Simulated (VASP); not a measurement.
# CoSi2 (I4mm) in VASP: further runs

Runs on CoSi2. Level: PBE. Tasks: single point.

Program: VASP 6.6.1. These are calculated values, not measurements. Logs are shortened: lines on timing, memory, paths and dates and some standing lists are left out, and cuts for length are marked.

## Step 1: The cell of the first run

Symmetry: I4mm, No. 107, tetragonal system. The conventional cell has a = 3.790 Å, b = 3.790 Å, c = 5.360 Å, α = 90.00°, β = 90.00°, γ = 90.00°. Co (site symmetry 4mm) has 8 Si at 2.26 to 2.38 Å within 3.0 Å. Within 3.0 Å of Si (site symmetry 2mm) lie 4 Co at 2.26 to 2.38 Å and 6 Si at 2.68 Å.

## Step 2: Single point, PBE (all Si atoms moved -0.100 Å, as atom 2 along Cartesian [0 1 0])

INCAR

```
SYSTEM = CoSi2
PREC = Accurate
ENCUT = 520
EDIFF = 1E-7
ISMEAR = 0
SIGMA = 0.15
LREAL = .False.
LASPH = .True.
NELM = 60
ALGO = Normal
ISIF = 2
LWAVE = .False.
LCHARG = .False.
GGA = PE
NBANDS = 16
```

KPOINTS

```
regular mesh
0
Gamma
  16 16 16
  0 0 0
```

POSCAR

```
CoSi2
1.0
    0.0000000000      2.6799390578      2.6799390578
    2.6799390578      0.0000000000      2.6799390578
    2.6799390578      2.6799390578      0.0000000000
Co Si
1 2
Direct
    0.0000000000      0.0000000000      0.0000000000
    0.2313428593      0.2686571407      0.2313428593
    0.7313428593      0.7686571407      0.7313428593
```

Potentials or basis: VASP PAW PBE potentials, release 64 (Co, Si).

Started as:

```bash
$ cat potpaw_PBE.64/Co/POTCAR potpaw_PBE.64/Si/POTCAR > POTCAR
$ mpirun -np 1 vasp_std > vasp.out
```

OUTCAR:

```text
SYSTEM = CoSi2
   PREC = Accurate
   ENCUT = 520
   EDIFF = 1E-7
   ISMEAR = 0
   LREAL = .False.
   LASPH = .True.
   NELM = 60
   ISIF = 2
   GGA = PE

 ion  position               nearest neighbor table
   1  0.000  0.000  0.000-   3 2.26   3 2.26   2 2.26   2 2.26   3 2.38   2 2.38   3 2.38   2 2.38

   2  0.231  0.269  0.231-   1 2.26   1 2.26   1 2.38   1 2.38   3 2.68   3 2.68   3 2.68   3 2.68
                             3 2.68   3 2.68
   3  0.731  0.769  0.731-   1 2.26   1 2.26   1 2.38   1 2.38   2 2.68   2 2.68   2 2.68   2 2.68
                             2 2.68   2 2.68

  LATTYP: Found a face centered cubic cell.
 ALAT       =     5.3598781156

  Lattice vectors:

 A1 = (   0.0000000000,   2.6799390578,   2.6799390578)
 A2 = (   2.6799390578,   0.0000000000,   2.6799390578)
 A3 = (   2.6799390578,   2.6799390578,   0.0000000000)

Analysis of symmetry for initial positions (statically):
=====================================================================
 Subroutine PRICEL returns:
 Original cell was already a primitive cell.

 Routine SETGRP: Setting up the symmetry group for a
 face centered cubic supercell.

 Subroutine GETGRP returns: Found  8 space group operations
 (whereof  8 operations were pure point group operations)
 out of a pool of 48 trial point group operations.

The static configuration has the point symmetry C_4v.

Analysis of symmetry for dynamics (positions and initial velocities):
=====================================================================
 Subroutine PRICEL returns:
 Original cell was already a primitive cell.

 Routine SETGRP: Setting up the symmetry group for a
 face centered cubic supercell.

 Subroutine GETGRP returns: Found  8 space group operations
 (whereof  8 operations were pure point group operations)
 out of a pool of 48 trial point group operations.

The dynamic configuration has the point symmetry C_4v.

 Subroutine INISYM returns: Found  8 space group operations
 (whereof  8 operations are pure point group operations),
 and found     1 'primitive' translations

----------------------------------------------------------------------------------------

                                     Primitive cell

  volume of cell :      38.4950

  direct lattice vectors                    reciprocal lattice vectors
     0.000000000  2.679939058  2.679939058    -0.186571407  0.186571407  0.186571407
     2.679939058  0.000000000  2.679939058     0.186571407 -0.186571407  0.186571407
     2.679939058  2.679939058  0.000000000     0.186571407  0.186571407 -0.186571407

  length of vectors
     3.790006162  3.790006162  3.790006162     0.323151156  0.323151156  0.323151156

  position of ions in fractional coordinates (direct lattice)
     0.000000000  0.000000000  0.000000000
     0.231342859  0.268657141  0.231342859
     0.731342859  0.768657141  0.731342859

  ion indices of the primitive-cell ions
   primitive index   ion index
                 1           1
                 2           2
                 3           3

----------------------------------------------------------------------------------------

 KPOINTS: regular mesh

Automatic generation of k-mesh.
 Grid dimensions read from file:
 generate k-points for:   16   16   16

 Generating k-lattice:

  Cartesian coordinates                     Fractional coordinates (reciprocal lattice)
    -0.011660713  0.011660713  0.011660713     0.062500000  0.000000000  0.000000000
     0.011660713 -0.011660713  0.011660713     0.000000000  0.062500000  0.000000000
     0.011660713  0.011660713 -0.011660713     0.000000000  0.000000000  0.062500000

  Length of vectors
     0.020196947  0.020196947  0.020196947

  Shift w.r.t. Gamma in fractional coordinates (k-lattice)
     0.000000000  0.000000000  0.000000000

 Subroutine IBZKPT returns following result:
 ===========================================

 Found    349 irreducible k-points:

 Following reciprocal coordinates:
            Coordinates               Weight
  0.000000  0.000000  0.000000      1.000000
  0.062500  0.000000  0.000000      8.000000
  0.125000  0.000000  0.000000      8.000000
  0.187500  0.000000  0.000000      8.000000
  0.250000  0.000000  0.000000      8.000000
  0.312500  0.000000  0.000000      8.000000
[... 16 lines left out ...]
  0.062500  0.000000  0.437500      8.000000
  0.500000  0.062500  0.000000     16.000000
 [... further k-points ...]
   k-points           NKPTS =    349   k-points in BZ     NKDIM =    349   number of bands    NBANDS=     16
   number of dos      NEDOS =    301   number of ions     NIONS =      3
   total plane-waves  NPLWV =  21952
   dimension x,y,z NGX =    28 NGY =   28 NGZ =   28
   dimension x,y,z NGXF=    56 NGYF=   56 NGZF=   56
   ions per type =               1   2
   NGX,Y,Z   is equivalent  to a cutoff of  12.28, 12.28, 12.28 a.u.
   NGXF,Y,Z  is equivalent  to a cutoff of  24.56, 24.56, 24.56 a.u.
 SYSTEM =  CoSi2
   PREC   = accura    normal or accurate (medium, high low for compatibility)
   ISTART =      0    job   : 0-new  1-cont  2-samecut
   ICHARG =      2    charge: 1-file 2-atom 10-const
   ISPIN  =      1    spin polarized calculation?
   LNONCOLLINEAR =      F non collinear calculations
   LSORBIT =      F    spin-orbit coupling
   LASPH  =      T    aspherical Exc in radial PAW
   ENCUT  =  520.0 eV  38.22 Ry    6.18 a.u.   7.05  7.05  7.05*2*pi/ulx,y,z
   NELM   =     60;   NELMIN=  2; NELMDL= -5     # of ELM steps
   EDIFF  = 0.1E-06   stopping-criterion for ELM
   LREAL  =      F    real-space projection
   EDIFFG = 0.1E-05   stopping-criterion for IOM
   NSW    =      0    number of steps for IOM
   IBRION =     -1    ionic relax: 0-MD 1-quasi-New 2-CG
   NFREE  =      0    steps in history (QN), initial steepest desc. (CG)
   ISIF   =      2    stress and relaxation
   ISYM   =      2    0-nonsym 1-usesym 2-fastsym
   POTIM  = 0.5000    time-step for ionic-motion
   TEBEG  =    0.0;   TEEND  =   0.0 temperature during run
   PSTRESS=    0.0 pullay stress
   NELECT =      17.0000    total number of electrons
   NUPDOWN=      -1.0000    fix difference up-down
   EMIN   =  10.00;   EMAX   =-10.00  energy-range for DOS
   EFERMI =   0.00;   METHOD = LEGACY
   ISMEAR =     0;   SIGMA  =   0.15  broadening in eV -4-tet -1-fermi 0-gaus
   EFERMI_NEDOS =   21; number of points for ismear=-14 and -15
   IALGO  =     38    algorithm
   IMIX   =      4    mixing-type and parameters
     AMIX     =   0.40;   BMIX     =  1.00
     AMIX_MAG =   1.60;   BMIX_MAG =  1.00
  volume/ion in A,a.u.               =      12.83        86.59
  Fermi-wavevector in a.u.,A,eV,Ry     =   1.246684  2.355890 21.146444  1.554220
  Thomas-Fermi vector in A             =   2.380850
   LORBIT       =      0    0 simple, 1 ext, 2 COOP (PROOUT), +10 PAW based schemes
   GGA     = PE    functional components
   LHFCALC =     F    Hartree Fock is set to
   AEXX    =    0.0000 exact exchange contribution
   IVDW    =     0    specifies the selected vdW correction
   LEPSILON=     F    determine dielectric tensor
   LRPA    =     F    only Hartree local field effects (RPA)
 non-spin polarized calculation
 Gauss-broadening in eV      SIGMA  =   0.15
  energy-cutoff  :      520.00
  volume of cell :       38.50
 maximum number of plane-waves:      1056
   NGX = 15   NGY = 15   NGZ = 15

 number of electron      16.9999995 magnetization

 Free energy of the ion-electron system (eV)
  ---------------------------------------------------
  ext. energy  EPLUGINS =         0.00000000
  ---------------------------------------------------
  free energy    TOTEN  =       -19.24200457 eV

  energy without entropy =      -19.23034974  energy(sigma->0) =      -19.23617715

 E-fermi :  10.0545     XC(G=0): -11.7348

 val. band max:       10.0486818666   @ k =   0.2500   0.0625   0.3750
 cond. band min:      10.0604997717   @ k =  -0.1250   0.1250   0.0000
 fundamental gap:      0.0118179051
 Fermi energy:        10.0544505218

 k-point     1 :       0.0000    0.0000    0.0000
  band No.  band energies     occupation
      1      -3.0430      2.00000
      2       5.9753      2.00000
      3       5.9998      2.00000
      4       5.9998      2.00000
      5       8.1430      2.00000
      6       8.1531      2.00000
[... 8 lines left out ...]
     15      15.7391      0.00000
     16      15.7465      0.00000

 k-point     2 :       0.0625    0.0000    0.0000
  band No.  band energies     occupation
      1      -2.9837      2.00000
      2       5.8377      2.00000
      3       6.0086      2.00000
      4       6.0209      2.00000
      5       8.1244      2.00000
      6       8.1350      2.00000
[... 8 lines left out ...]
     15      15.5300      0.00000
     16      15.6811      0.00000

 k-point     3 :       0.1250    0.0000    0.0000
  band No.  band energies     occupation
      1      -2.8066      2.00000
      2       5.4217      2.00000
      3       6.0691      2.00000
      4       6.0814      2.00000
      5       8.0770      2.00000
      6       8.0887      2.00000
[... 8 lines left out ...]
     15      15.4260      0.00000
     16      15.7613      0.00000

 k-point     4 :       0.1875    0.0000    0.0000
  band No.  band energies     occupation
      1      -2.5134      2.00000
      2       4.8046      2.00000
      3       6.1608      2.00000
      4       6.1720      2.00000
      5       8.0239      2.00000
      6       8.0371      2.00000
[... 8 lines left out ...]
     15      15.8922      0.00000
     16      16.6848      0.00000
[... 324 lines left out ...]
 k-point    22 :       0.4375    0.0625    0.0000
  band No.  band energies     occupation
      1      -0.4798      2.00000
      2       1.7647      2.00000
      3       6.4214      2.00000
      4       6.4310      2.00000
      5       7.8314      2.00000
      6       8.1508      2.00000
[... 8 lines left out ...]
     15      20.1082      0.00000
     16      20.5885      0.00000

 k-point    23 :       0.0625    0.0000    0.4375
  band No.  band energies     occupation
      1      -0.4799      2.00000
      2       1.7641      2.00000
      3       6.4221      2.00000
      4       6.4296      2.00000
      5       7.8174      2.00000
      6       8.1908      2.00000
[... 8 lines left out ...]
     15      20.1038      0.00000
     16      20.5847      0.00000

 k-point    24 :       0.5000    0.0625    0.0000
  band No.  band energies     occupation
      1       0.2077      2.00000
      2       0.9767      2.00000
      3       6.3973      2.00000
      4       6.4837      2.00000
      5       7.7562      2.00000
      6       8.2904      2.00000
[... 8 lines left out ...]
     15      20.4709      0.00000
     16      21.0305      0.00000

 [... further k-points ...]

------------------------ aborting loop because EDIFF is reached ----------------------------------------

  FORCE on cell =-STRESS in cart. coord.  units (eV):
  Direction    XX          YY          ZZ          XY          YZ          ZX
  --------------------------------------------------------------------------------------
  -------------------------------------------------------------------------------------
  Total        0.1919344      0.0842149      0.1919344      0.0000000      0.0000000      0.0000000
  in kB        7.9883801      3.5050556      7.9883801      0.0000000      0.0000000      0.0000000
  external PRESSURE =       6.4939386 kB  Pullay stress =       0.0000000 kB

 VOLUME and BASIS-vectors are now :
 -----------------------------------------------------------------------------
  energy-cutoff  :      520.00
  volume of cell :       38.50
      direct lattice vectors                 reciprocal lattice vectors
     0.000000000  2.679939058  2.679939058    -0.186571407  0.186571407  0.186571407
     2.679939058  0.000000000  2.679939058     0.186571407 -0.186571407  0.186571407
     2.679939058  2.679939058  0.000000000     0.186571407  0.186571407 -0.186571407

 POSITION                                       TOTAL-FORCE (eV/Angst)
 -----------------------------------------------------------------------------------
      0.00000      0.00000      0.00000         0.000000     -1.162117      0.000000
      1.33997      1.23997      1.33997         0.000000      0.581059      0.000000
      4.01991      3.91991      4.01991         0.000000      0.581059      0.000000
 -----------------------------------------------------------------------------------
    total drift:                               -0.000001      0.000052     -0.000001

  FREE ENERGIE OF THE ION-ELECTRON SYSTEM (eV)
  ---------------------------------------------------
  free  energy   TOTEN  =       -19.2420045652 eV

  energy  without entropy=      -19.2303497427  energy(sigma->0) =      -19.23617715
```

It took 83 s on 1 thread of Intel Xeon 6975P-C (Granite Rapids), shared host; peak memory 0.32 GiB.

What came out:

| Property | Result |
| --- | --- |
| Free energy | -19.2420 eV |
| Pressure | 0.6 GPa |
| Largest force | 1.162 eV/Å |

Forces in eV/Å, atoms in the order of the input:
```
Co   0.000 -1.162  0.000
Si   0.000  0.581  0.000
Si   0.000  0.581  0.000
```

Caveat: the cell differs from its parent crystal (all Si atoms moved -0.100 Å, as atom 2 along Cartesian [0 1 0]); forces of over 1 eV/Å act on the atoms, so gaps and moduli don't describe the material at rest. Spin polarisation is off, so any magnetic state and its effect on volume and gap are missing.

(Part 1 of 2 ends here.)
